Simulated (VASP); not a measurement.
# Mg (P6_3/mmc) in VASP: further runs, part 2 of 2

VASP 6.6.1. The steps go on from the part before.

## Step 3: Single point, PBE

This run uses another cell than the first one, of 22.31 Å³/atom, 1.043 times its volume.

INCAR reads:

```
  PREC = Accurate
  ENCUT = 520
  EDIFF = 1E-6
  ISMEAR = -1
  SIGMA = 0.1
  LREAL = F
  LASPH = T
  NELM = 80
  ALGO = Normal
  ISIF = 2
  LWAVE = F
  LCHARG = F
  GGA = PE
  NBANDS = 9
```

KPOINTS reads:

```
Automatic mesh
0
Gamma
  10 10 6
```

POSCAR reads:

```
Mg
1.0
    3.1659257641      0.0000000000      0.0000000000
   -1.5829628820      2.7417721398      0.0000000000
    0.0000000000      0.0000000000      5.1398819084
Mg
2
Direct
    0.3333333333      0.6666666667      0.2500000000
    0.6666666667      0.3333333333      0.7500000000
```

Potentials or basis: VASP PAW PBE potentials, release 64 (Mg).

On the command line:

```bash
> cat potpaw_PBE.64/Mg/POTCAR > POTCAR
> mpirun -np 1 vasp_std > vasp.out
```

OUTCAR:

```text
PREC = Accurate
   ENCUT = 520
   EDIFF = 1E-6
   ISMEAR = -1
   LREAL = F
   LASPH = T
   NELM = 80
   ISIF = 2
   GGA = PE

 ion  position               nearest neighbor table
   1  0.333  0.667  0.250-   2 3.15   2 3.15   2 3.15   2 3.15   2 3.15   2 3.15
   2  0.667  0.333  0.750-   1 3.15   1 3.15   1 3.15   1 3.15   1 3.15   1 3.15

  LATTYP: Found a hexagonal cell.
 ALAT       =     3.1659257641
 C/A-ratio  =     1.6235004518

  Lattice vectors:

 A1 = (   3.1659257641,   0.0000000000,   0.0000000000)
 A2 = (  -1.5829628820,   2.7417721398,   0.0000000000)
 A3 = (   0.0000000000,   0.0000000000,   5.1398819084)

Analysis of symmetry for initial positions (statically):
=====================================================================
 Subroutine PRICEL returns:
 Original cell was already a primitive cell.

 Routine SETGRP: Setting up the symmetry group for a
 hexagonal supercell.

 Subroutine GETGRP returns: Found 24 space group operations
 (whereof 12 operations were pure point group operations)
 out of a pool of 24 trial point group operations.

The static configuration has the point symmetry D_3d.
 The point group associated with its full space group is D_6h.

Analysis of symmetry for dynamics (positions and initial velocities):
=====================================================================
 Subroutine PRICEL returns:
 Original cell was already a primitive cell.

 Routine SETGRP: Setting up the symmetry group for a
 hexagonal supercell.

 Subroutine GETGRP returns: Found 24 space group operations
 (whereof 12 operations were pure point group operations)
 out of a pool of 24 trial point group operations.

The dynamic configuration has the point symmetry D_3d.
 The point group associated with its full space group is D_6h.

 Subroutine INISYM returns: Found 24 space group operations
 (whereof 12 operations are pure point group operations),
 and found     1 'primitive' translations

----------------------------------------------------------------------------------------

                                     Primitive cell

  volume of cell :      44.6154

  direct lattice vectors                    reciprocal lattice vectors
     3.165925764  0.000000000  0.000000000     0.315863376  0.182363805  0.000000000
    -1.582962882  2.741772140  0.000000000     0.000000000  0.364727610  0.000000000
     0.000000000  0.000000000  5.139881908     0.000000000  0.000000000  0.194556999

  length of vectors
     3.165925764  3.165925765  5.139881908     0.364727610  0.364727610  0.194556999

  position of ions in fractional coordinates (direct lattice)
     0.333333333  0.666666667  0.250000000
     0.666666667  0.333333333  0.750000000

  ion indices of the primitive-cell ions
   primitive index   ion index
                 1           1
                 2           2

----------------------------------------------------------------------------------------

 KPOINTS: Automatic mesh

Automatic generation of k-mesh.
 Grid dimensions read from file:
 generate k-points for:   10   10    6

 Generating k-lattice:

  Cartesian coordinates                     Fractional coordinates (reciprocal lattice)
     0.031586338  0.018236381  0.000000000     0.100000000  0.000000000  0.000000000
     0.000000000  0.036472761  0.000000000     0.000000000  0.100000000  0.000000000
     0.000000000  0.000000000  0.032426167     0.000000000  0.000000000  0.166666667

  Length of vectors
     0.036472761  0.036472761  0.032426167

  Shift w.r.t. Gamma in fractional coordinates (k-lattice)
     0.000000000  0.000000000  0.000000000

 Subroutine IBZKPT returns following result:
 ===========================================

 Found     56 irreducible k-points:

 Following reciprocal coordinates:
            Coordinates               Weight
  0.000000  0.000000  0.000000      1.000000
  0.100000  0.000000  0.000000      6.000000
  0.200000  0.000000  0.000000      6.000000
  0.300000  0.000000  0.000000      6.000000
  0.400000 -0.000000  0.000000      6.000000
  0.500000  0.000000  0.000000      3.000000
[... 16 lines left out ...]
  0.300000  0.100000  0.166667     24.000000
  0.400000  0.100000  0.166667     24.000000
 [... further k-points ...]
   k-points           NKPTS =     56   k-points in BZ     NKDIM =     56   number of bands    NBANDS=      9
   number of dos      NEDOS =    301   number of ions     NIONS =      2
   total plane-waves  NPLWV =  23040
   dimension x,y,z NGX =    24 NGY =   24 NGZ =   40
   dimension x,y,z NGXF=    48 NGYF=   48 NGZF=   80
   ions per type =               2
   NGX,Y,Z   is equivalent  to a cutoff of  12.60, 12.60, 12.94 a.u.
   NGXF,Y,Z  is equivalent  to a cutoff of  25.21, 25.21, 25.88 a.u.
 SYSTEM =  unknown system
   PREC   = accura    normal or accurate (medium, high low for compatibility)
   ISTART =      0    job   : 0-new  1-cont  2-samecut
   ICHARG =      2    charge: 1-file 2-atom 10-const
   ISPIN  =      1    spin polarized calculation?
   LNONCOLLINEAR =      F non collinear calculations
   LSORBIT =      F    spin-orbit coupling
   LASPH  =      T    aspherical Exc in radial PAW
   ENCUT  =  520.0 eV  38.22 Ry    6.18 a.u.   5.89  5.89  9.56*2*pi/ulx,y,z
   NELM   =     80;   NELMIN=  2; NELMDL= -5     # of ELM steps
   EDIFF  = 0.1E-05   stopping-criterion for ELM
   LREAL  =      F    real-space projection
   EDIFFG = 0.1E-04   stopping-criterion for IOM
   NSW    =      0    number of steps for IOM
   IBRION =     -1    ionic relax: 0-MD 1-quasi-New 2-CG
   NFREE  =      0    steps in history (QN), initial steepest desc. (CG)
   ISIF   =      2    stress and relaxation
   ISYM   =      2    0-nonsym 1-usesym 2-fastsym
   POTIM  = 0.5000    time-step for ionic-motion
   TEBEG  =    0.0;   TEEND  =   0.0 temperature during run
   PSTRESS=    0.0 pullay stress
   NELECT =       4.0000    total number of electrons
   NUPDOWN=      -1.0000    fix difference up-down
   EMIN   =  10.00;   EMAX   =-10.00  energy-range for DOS
   EFERMI =   0.00;   METHOD = LEGACY
   ISMEAR =    -1;   SIGMA  =   0.10  broadening in eV -4-tet -1-fermi 0-gaus
   EFERMI_NEDOS =   21; number of points for ismear=-14 and -15
   IALGO  =     38    algorithm
   IMIX   =      4    mixing-type and parameters
     AMIX     =   0.40;   BMIX     =  1.00
     AMIX_MAG =   1.60;   BMIX_MAG =  1.00
  volume/ion in A,a.u.               =      22.31       150.54
  Fermi-wavevector in a.u.,A,eV,Ry     =   0.732712  1.384624  7.304510  0.536866
  Thomas-Fermi vector in A             =   1.825242
   LORBIT       =      0    0 simple, 1 ext, 2 COOP (PROOUT), +10 PAW based schemes
   GGA     = PE    functional components
   LHFCALC =     F    Hartree Fock is set to
   AEXX    =    0.0000 exact exchange contribution
   IVDW    =     0    specifies the selected vdW correction
   LEPSILON=     F    determine dielectric tensor
   LRPA    =     F    only Hartree local field effects (RPA)
 non-spin polarized calculation
  energy-cutoff  :      520.00
  volume of cell :       44.62
 maximum number of plane-waves:      1214
 NGX is ok and might be reduce to    24
   NGX = 11   NGY = 11   NGZ = 19

 number of electron       4.0000000 magnetization

 Free energy of the ion-electron system (eV)
  ---------------------------------------------------
  ext. energy  EPLUGINS =         0.00000000
  ---------------------------------------------------
  free energy    TOTEN  =        -3.02127589 eV

  energy without entropy =       -2.98985794  energy(sigma->0) =       -3.00556691

 E-fermi :   2.8619     XC(G=0):  -8.5800

 val. band max:        2.8529071000   @ k =   0.2000   0.1000   0.0000
 cond. band min:       2.9076895977   @ k =   0.4000   0.2000   0.5000
 fundamental gap:      0.0547824977
 Fermi energy:         2.8618556452

 k-point     1 :       0.0000    0.0000    0.0000
  band No.  band energies     occupation
      1      -4.2713      2.00000
      2       1.0541      2.00000
      3       1.5449      2.00000
      4      13.8912      0.00000
      5      13.8912      0.00000
      6      14.0637      0.00000
      7      14.0637      0.00000
      8      14.7829      0.00000
      9      16.4752      0.00000
[... 265 lines left out ...]
 k-point    24 :       0.4000    0.1000    0.1667
  band No.  band energies     occupation
      1       0.0004      2.00000
      2       1.8547      1.99992
      3       3.6679      0.00063
      4       5.4362      0.00000
      5       6.8790      0.00000
      6       7.9538      0.00000
      7       9.4549      0.00000
      8      11.2347      0.00000
      9      13.5217      0.00000

 [... further k-points ...]
[... 5 lines left out ...]
  --------------------------------------------------------------------------------------
  -------------------------------------------------------------------------------------
  Total        0.2592592      0.2592592      0.3795023      0.0000000      0.0000000      0.0000000
  in kB        9.3102128      9.3102128     13.6282408      0.0000000      0.0000000      0.0000000
  external PRESSURE =      10.7495555 kB  Pullay stress =       0.0000000 kB

 VOLUME and BASIS-vectors are now :
 -----------------------------------------------------------------------------
  energy-cutoff  :      520.00
  volume of cell :       44.62
      direct lattice vectors                 reciprocal lattice vectors
     3.165925764  0.000000000  0.000000000     0.315863376  0.182363805  0.000000000
    -1.582962882  2.741772140  0.000000000     0.000000000  0.364727610  0.000000000
     0.000000000  0.000000000  5.139881908     0.000000000  0.000000000  0.194556999

 POSITION                                       TOTAL-FORCE (eV/Angst)
 -----------------------------------------------------------------------------------
     -0.00000      1.82785      1.28497         0.000000     -0.000000      0.000000
      1.58296      0.91392      3.85491        -0.000000      0.000000      0.000000
 -----------------------------------------------------------------------------------
    total drift:                                0.000000     -0.000000      0.000000

  FREE ENERGIE OF THE ION-ELECTRON SYSTEM (eV)
  ---------------------------------------------------
  free  energy   TOTEN  =        -3.0212758859 eV

  energy  without entropy=       -2.9898579397  energy(sigma->0) =       -3.00556691
```

Run time: 7.5 s. Hardware: 1 thread of AMD EPYC 9R45 (Zen 5), shared host; peak memory 0.13 GiB.

What came out:

```
Free energy            : -3.0213 eV
Pressure               : 1.1 GPa
Band gap on the k mesh : zero (band 2 reaches 3.44 eV, above the bottom of band 3 at 1.54 eV)
```
